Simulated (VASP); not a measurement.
# SnO2 (Pnnm) in VASP: notebook

SnO2 is run at these levels: LDA; tasks: single point.

Everything below comes from runs of VASP 6.6.1. Logs are shortened: lines on timing, memory, paths and dates and some standing lists are left out, and cuts for length are marked.

**1. The cell of the first run**

The structure is orthorhombic, space group Pnnm (No. 58). Conventional cell: a = 4.653 Å, b = 4.792 Å, c = 3.190 Å, α = 90.00°, β = 90.00°, γ = 90.00°. Sn (site symmetry 2/m) has 6 O at 2.04 to 2.05 Å within 2.7 Å. Within 2.7 Å of O (site symmetry m) lie 3 Sn at 2.04 to 2.05 Å and 1 O at 2.59 Å.

**2. Single point, LDA (strain +0.0150 x Voigt [1, -1, 0, 0, 0, 0])**

The input, INCAR:

```
  PREC = Accurate
  ENCUT = 520
  EDIFF = 1E-6
  ISMEAR = 0
  SIGMA = 0.05
  LREAL = F
  LASPH = T
  NELM = 80
  ALGO = Normal
  ISIF = 2
  LWAVE = F
  LCHARG = T
  LELF = T
  LVHAR = T
  NBANDS = 35
```

The input, KPOINTS:

```
Automatic mesh
0
Gamma
  6 6 8
```

The input, POSCAR:

```
SnO2
1.0
    4.7920905478      0.0000000000      0.0000000000
    0.0000000000      4.6533827893      0.0000000000
    0.0000000000      0.0000000000      3.1900194031
Sn O
2 4
Direct
    0.5000000000      0.5000000000      0.5000000000
    0.0000000000      0.0000000000      0.0000000000
    0.3055669669      0.3065721211      0.0000000000
    0.8055669669      0.1934278789      0.5000000000
    0.1944330331      0.8065721211      0.5000000000
    0.6944330331      0.6934278789      0.0000000000
```

Potentials or basis: VASP PAW LDA potentials, release 64 (Sn_d, O).

On the command line:

```sh
$ cat potpaw_LDA.64/Sn_d/POTCAR potpaw_LDA.64/O/POTCAR > POTCAR
$ mpirun -np 1 vasp_std > vasp.out
```

OUTCAR:

```text
PREC = Accurate
   ENCUT = 520
   EDIFF = 1E-6
   ISMEAR = 0
   LREAL = F
   LASPH = T
   NELM = 80
   ISIF = 2

 ion  position               nearest neighbor table
   1  0.500  0.500  0.500-   4 2.04   5 2.04   3 2.05   6 2.05   3 2.05   6 2.05   2 3.70   2 3.70
                             2 3.70   2 3.70   2 3.70   2 3.70   2 3.70   2 3.70
   2  0.000  0.000  0.000-   3 2.04   6 2.04   5 2.05   4 2.05   4 2.05   5 2.05   1 3.70   1 3.70
                             1 3.70   1 3.70   1 3.70   1 3.70   1 3.70   1 3.70
   3  0.306  0.307  0.000-   2 2.04   1 2.05   1 2.05
   4  0.806  0.193  0.500-   1 2.04   2 2.05   2 2.05
   5  0.194  0.807  0.500-   1 2.04   2 2.05   2 2.05
   6  0.694  0.693  0.000-   2 2.04   1 2.05   1 2.05

  LATTYP: Found a simple orthorhombic cell.
 ALAT       =     3.1900194031
 B/A-ratio  =     1.4587318136
 C/A-ratio  =     1.5022136051

  Lattice vectors:

 A1 = (   0.0000000000,   0.0000000000,  -3.1900194031)
 A2 = (   0.0000000000,   4.6533827893,   0.0000000000)
 A3 = (   4.7920905478,   0.0000000000,   0.0000000000)

Analysis of symmetry for initial positions (statically):
=====================================================================
 Subroutine PRICEL returns:
 Original cell was already a primitive cell.

 Routine SETGRP: Setting up the symmetry group for a
 simple orthorhombic supercell.

 Subroutine GETGRP returns: Found  8 space group operations
 (whereof  4 operations were pure point group operations)
 out of a pool of  8 trial point group operations.

The static configuration has the point symmetry C_2h.
 The point group associated with its full space group is D_2h.

Analysis of symmetry for dynamics (positions and initial velocities):
=====================================================================
 Subroutine PRICEL returns:
 Original cell was already a primitive cell.

 Routine SETGRP: Setting up the symmetry group for a
 simple orthorhombic supercell.

 Subroutine GETGRP returns: Found  8 space group operations
 (whereof  4 operations were pure point group operations)
 out of a pool of  8 trial point group operations.

The dynamic configuration has the point symmetry C_2h.
 The point group associated with its full space group is D_2h.

 Subroutine INISYM returns: Found  8 space group operations
 (whereof  4 operations are pure point group operations),
 and found     1 'primitive' translations

----------------------------------------------------------------------------------------

                                     Primitive cell

  volume of cell :      71.1356

  direct lattice vectors                    reciprocal lattice vectors
     4.792090548  0.000000000  0.000000000     0.208677192  0.000000000  0.000000000
     0.000000000  4.653382789  0.000000000     0.000000000  0.214897430  0.000000000
     0.000000000  0.000000000  3.190019403     0.000000000  0.000000000  0.313477717

  length of vectors
     4.792090548  4.653382789  3.190019403     0.208677192  0.214897430  0.313477717

  position of ions in fractional coordinates (direct lattice)
     0.500000000  0.500000000  0.500000000
     0.000000000  0.000000000  0.000000000
     0.305566967  0.306572121  0.000000000
     0.805566967  0.193427879  0.500000000
     0.194433033  0.806572121  0.500000000
     0.694433033  0.693427879  0.000000000

  ion indices of the primitive-cell ions
   primitive index   ion index
                 1           1
                 2           2
                 3           3
                 4           4
                 5           5
                 6           6

----------------------------------------------------------------------------------------

 KPOINTS: Automatic mesh

Automatic generation of k-mesh.
 Grid dimensions read from file:
 generate k-points for:    6    6    8

 Generating k-lattice:

  Cartesian coordinates                     Fractional coordinates (reciprocal lattice)
     0.034779532  0.000000000  0.000000000     0.166666667  0.000000000  0.000000000
     0.000000000  0.035816238  0.000000000     0.000000000  0.166666667  0.000000000
     0.000000000  0.000000000  0.039184715     0.000000000  0.000000000  0.125000000

  Length of vectors
     0.034779532  0.035816238  0.039184715

  Shift w.r.t. Gamma in fractional coordinates (k-lattice)
     0.000000000  0.000000000  0.000000000

 Subroutine IBZKPT returns following result:
 ===========================================

 Found     80 irreducible k-points:

 Following reciprocal coordinates:
            Coordinates               Weight
  0.000000  0.000000  0.000000      1.000000
  0.166667  0.000000  0.000000      2.000000
  0.333333  0.000000  0.000000      2.000000
  0.500000  0.000000  0.000000      1.000000
  0.000000  0.166667  0.000000      2.000000
  0.166667  0.166667  0.000000      4.000000
[... 16 lines left out ...]
  0.333333  0.166667  0.125000      8.000000
  0.500000  0.166667  0.125000      4.000000
 [... further k-points ...]
   k-points           NKPTS =     80   k-points in BZ     NKDIM =     80   number of bands    NBANDS=     35
   number of dos      NEDOS =    301   number of ions     NIONS =      6
   total plane-waves  NPLWV =  31104
   dimension x,y,z NGX =    36 NGY =   36 NGZ =   24
   dimension x,y,z NGXF=    72 NGYF=   72 NGZF=   48
   ions per type =               2   4
   NGX,Y,Z   is equivalent  to a cutoff of  12.49, 12.86, 12.51 a.u.
   NGXF,Y,Z  is equivalent  to a cutoff of  24.98, 25.72, 25.01 a.u.
 SYSTEM =  unknown system
   PREC   = accura    normal or accurate (medium, high low for compatibility)
   ISTART =      0    job   : 0-new  1-cont  2-samecut
   ICHARG =      2    charge: 1-file 2-atom 10-const
   ISPIN  =      1    spin polarized calculation?
   LNONCOLLINEAR =      F non collinear calculations
   LSORBIT =      F    spin-orbit coupling
   LASPH  =      T    aspherical Exc in radial PAW
   ENCUT  =  520.0 eV  38.22 Ry    6.18 a.u.   8.91  8.65  5.93*2*pi/ulx,y,z
   NELM   =     80;   NELMIN=  2; NELMDL= -5     # of ELM steps
   EDIFF  = 0.1E-05   stopping-criterion for ELM
   LREAL  =      F    real-space projection
[... 7 lines left out ...]
   TEBEG  =    0.0;   TEEND  =   0.0 temperature during run
   PSTRESS=    0.0 pullay stress
   NELECT =      52.0000    total number of electrons
   NUPDOWN=      -1.0000    fix difference up-down
   EMIN   =  10.00;   EMAX   =-10.00  energy-range for DOS
   EFERMI =   0.00;   METHOD = LEGACY
   ISMEAR =     0;   SIGMA  =   0.05  broadening in eV -4-tet -1-fermi 0-gaus
   EFERMI_NEDOS =   21; number of points for ismear=-14 and -15
   IALGO  =     38    algorithm
   IMIX   =      4    mixing-type and parameters
     AMIX     =   0.40;   BMIX     =  1.00
     AMIX_MAG =   1.60;   BMIX_MAG =  1.00
  volume/ion in A,a.u.               =      11.86        80.01
  Fermi-wavevector in a.u.,A,eV,Ry     =   1.474734  2.786842 29.590483  2.174839
  Thomas-Fermi vector in A             =   2.589469
   LORBIT       =      0    0 simple, 1 ext, 2 COOP (PROOUT), +10 PAW based schemes
   GGA     = CA    functional components
   LHFCALC =     F    Hartree Fock is set to
   AEXX    =    0.0000 exact exchange contribution
   IVDW    =     0    specifies the selected vdW correction
   LEPSILON=     F    determine dielectric tensor
   LRPA    =     F    only Hartree local field effects (RPA)
 non-spin polarized calculation
 Gauss-broadening in eV      SIGMA  =   0.05
  energy-cutoff  :      520.00
  volume of cell :       71.14
 maximum number of plane-waves:      1936
 NGX is ok and might be reduce to    36
   NGX = 17   NGY = 17   NGZ = 11

 number of electron      51.9999995 magnetization

 Free energy of the ion-electron system (eV)
  ---------------------------------------------------
  ext. energy  EPLUGINS =         0.00000000
  ---------------------------------------------------
  free energy    TOTEN  =       -42.27190548 eV

  energy without entropy =      -42.27190548  energy(sigma->0) =      -42.27190548

 E-fermi :   6.1376     XC(G=0): -11.8323

 val. band max:        5.9402960186   @ k =   0.0000   0.0000   0.0000
 cond. band min:       7.1310418979   @ k =   0.0000   0.0000   0.0000
 fundamental gap:      1.1907458793
 Fermi energy:         6.1376449123

 k-point     1 :       0.0000    0.0000    0.0000
  band No.  band energies     occupation
      1     -15.0793      2.00000
      2     -14.3012      2.00000
      3     -14.0262      2.00000
      4     -14.0082      2.00000
      5     -14.0053      2.00000
      6     -13.9299      2.00000
[... 27 lines left out ...]
     34      18.0302      0.00000
     35      18.1472      0.00000

 k-point     2 :       0.1667    0.0000    0.0000
  band No.  band energies     occupation
      1     -15.0359      2.00000
      2     -14.3493      2.00000
      3     -14.0256      2.00000
      4     -14.0059      2.00000
      5     -14.0033      2.00000
      6     -13.9640      2.00000
[... 27 lines left out ...]
     34      17.9198      0.00000
     35      18.1611      0.00000

 k-point     3 :       0.3333    0.0000    0.0000
  band No.  band energies     occupation
      1     -14.9105      2.00000
      2     -14.5063      2.00000
      3     -14.0240      2.00000
      4     -14.0057      2.00000
      5     -14.0012      2.00000
      6     -13.9996      2.00000
[... 27 lines left out ...]
     34      17.7885      0.00000
     35      18.2516      0.00000
[... 723 lines left out ...]
 k-point    23 :       0.3333    0.1667    0.1250
  band No.  band energies     occupation
      1     -14.8439      2.00000
      2     -14.5242      2.00000
      3     -14.1555      2.00000
      4     -14.1488      2.00000
      5     -13.9783      2.00000
      6     -13.9371      2.00000
[... 27 lines left out ...]
     34      17.8957      0.00000
     35      18.1947      0.00000

 k-point    24 :       0.5000    0.1667    0.1250
  band No.  band energies     occupation
      1     -14.6988      2.00000
      2     -14.6988      2.00000
      3     -14.1530      2.00000
      4     -14.1530      2.00000
      5     -13.9578      2.00000
      6     -13.9578      2.00000
[... 27 lines left out ...]
     34      17.9027      0.00000
     35      18.3309      0.00000

 [... further k-points ...]
[... 5 lines left out ...]
  --------------------------------------------------------------------------------------
  -------------------------------------------------------------------------------------
  Total       -0.1291200      0.9224806      0.6414979     -0.0000000      0.0000000      0.0000000
  in kB       -2.9081507     20.7768974     14.4483655     -0.0000000      0.0000000      0.0000000
  external PRESSURE =      10.7723707 kB  Pullay stress =       0.0000000 kB

 VOLUME and BASIS-vectors are now :
 -----------------------------------------------------------------------------
  energy-cutoff  :      520.00
  volume of cell :       71.14
      direct lattice vectors                 reciprocal lattice vectors
     4.792090548  0.000000000  0.000000000     0.208677192  0.000000000  0.000000000
     0.000000000  4.653382789  0.000000000     0.000000000  0.214897430  0.000000000
     0.000000000  0.000000000  3.190019403     0.000000000  0.000000000  0.313477717

 POSITION                                       TOTAL-FORCE (eV/Angst)
 -----------------------------------------------------------------------------------
      2.39605      2.32669      1.59501         0.000000      0.000000      0.000000
      0.00000      0.00000      0.00000         0.000000      0.000000      0.000000
      1.46430      1.42660      0.00000         0.003407     -0.026230     -0.000000
      3.86035      0.90009      1.59501         0.003407      0.026230      0.000000
      0.93174      3.75329      1.59501        -0.003407     -0.026230     -0.000000
      3.32779      3.22679      0.00000        -0.003407      0.026230      0.000000
 -----------------------------------------------------------------------------------
    total drift:                                0.000000      0.000000      0.000000

  FREE ENERGIE OF THE ION-ELECTRON SYSTEM (eV)
  ---------------------------------------------------
  free  energy   TOTEN  =       -42.2719054796 eV

  energy  without entropy=      -42.2719054796  energy(sigma->0) =      -42.27190548
```

Wall time 1.8 min (1 thread of Intel Xeon Platinum 8488C (Sapphire Rapids), shared host); peak memory 0.26 GiB.

What came out:

* Free energy: -42.2719 eV
* Pressure: 1.1 GPa
* Largest force: 0.026 eV/Å
* Band gap on the k mesh: 1.19 eV

Forces in eV/Å, atoms in the order of the input:
```
Sn   0.000  0.000  0.000
Sn   0.000  0.000  0.000
O    0.003 -0.026  0.000
O    0.003  0.026  0.000
O   -0.003 -0.026  0.000
O   -0.003  0.026  0.000
```

Stress tensor (GPa, compression positive):
```
-0.29  0.00  0.00
 0.00  2.08  0.00
 0.00  0.00  1.44
```

Caveat: the cell differs from its parent crystal (strain +0.0150 x Voigt [1, -1, 0, 0, 0, 0]); spin-orbit coupling is left out, which moves the levels of the heavy elements.

**3. Single point, LDA (strain -0.0150 x Voigt [1, -1, 0, 0, 0, 0])**

The input, INCAR:

```
  PREC = Accurate
  ENCUT = 520
  EDIFF = 1E-6
  ISMEAR = 0
  SIGMA = 0.05
  LREAL = False
  LASPH = True
  NELM = 60
  ALGO = Normal
  ISIF = 2
  LWAVE = False
  LCHARG = False
  NBANDS = 35
```

KPOINTS is that of step 2.

Edit POSCAR of step 2 so:

```diff
@@ -2,4 +2,4 @@
 1.0
-    4.7920905478      0.0000000000      0.0000000000
-    0.0000000000      4.6533827893      0.0000000000
+    4.6504524036      0.0000000000      0.0000000000
+    0.0000000000      4.7951101839      0.0000000000
     0.0000000000      0.0000000000      3.1900194031
```

Potentials or basis: VASP PAW LDA potentials, release 64 (Sn_d, O).

On the command line:

```sh
$ cat potpaw_LDA.64/Sn_d/POTCAR potpaw_LDA.64/O/POTCAR > POTCAR
$ mpirun -np 1 vasp_std > vasp.out
```

Run time: 1.8 min. Hardware: 1 thread of Intel Xeon Platinum 8488C (Sapphire Rapids), shared host; peak memory 0.26 GiB.

It converged, with:

- Free energy: -42.2718 eV
- Pressure: 1.1 GPa
- Largest force: 0.027 eV/Å
- Band gap on the k mesh: 1.19 eV

Forces in eV/Å, atoms in the order of the input:
```
Sn   0.000  0.000  0.000
Sn   0.000  0.000  0.000
O   -0.027 -0.002  0.000
O   -0.027  0.002  0.000
O    0.027 -0.002  0.000
O    0.027  0.002  0.000
```

Stress tensor (GPa, compression positive):
```
 2.09  0.00  0.00
 0.00 -0.30  0.00
 0.00  0.00  1.45
```

Levels at points of the mesh, in eV from the valence-band top:
| k point | band 23 | band 24 | band 25 | band 26 | band 27 | band 28 | band 29 | band 30 |
| --- | --- | --- | --- | --- | --- | --- | --- | --- |
| (0.00, 0.00, 0.00) | -1.23 | -0.89 | -0.73 | 0.00 | 1.19 | 5.96 | 5.99 | 6.17 |
| (0.50, 0.00, 0.00) | -1.25 | -1.25 | -0.71 | -0.71 | 4.36 | 4.36 | 6.83 | 6.83 |
| (0.00, 0.50, 0.00) | -1.22 | -1.22 | -0.60 | -0.60 | 4.35 | 4.35 | 6.83 | 6.83 |
| (0.50, 0.50, 0.00) | -1.36 | -1.36 | -0.92 | -0.92 | 4.74 | 4.74 | 7.32 | 7.32 |
| (0.00, 0.00, 0.50) | -1.73 | -1.73 | -1.29 | -1.29 | 6.07 | 6.07 | 9.54 | 9.54 |
| (0.50, 0.00, 0.50) | -1.07 | -1.07 | -0.69 | -0.69 | 6.36 | 6.36 | 7.91 | 7.91 |
| (0.00, 0.50, 0.50) | -1.20 | -1.20 | -0.75 | -0.75 | 6.34 | 6.34 | 7.88 | 7.88 |
| (0.50, 0.50, 0.50) | -0.99 | -0.99 | -0.85 | -0.85 | 4.72 | 4.72 | 8.61 | 8.61 |

Caveat: the cell differs from its parent crystal (strain -0.0150 x Voigt [1, -1, 0, 0, 0, 0]); spin-orbit coupling is left out, which moves the levels of the heavy elements.
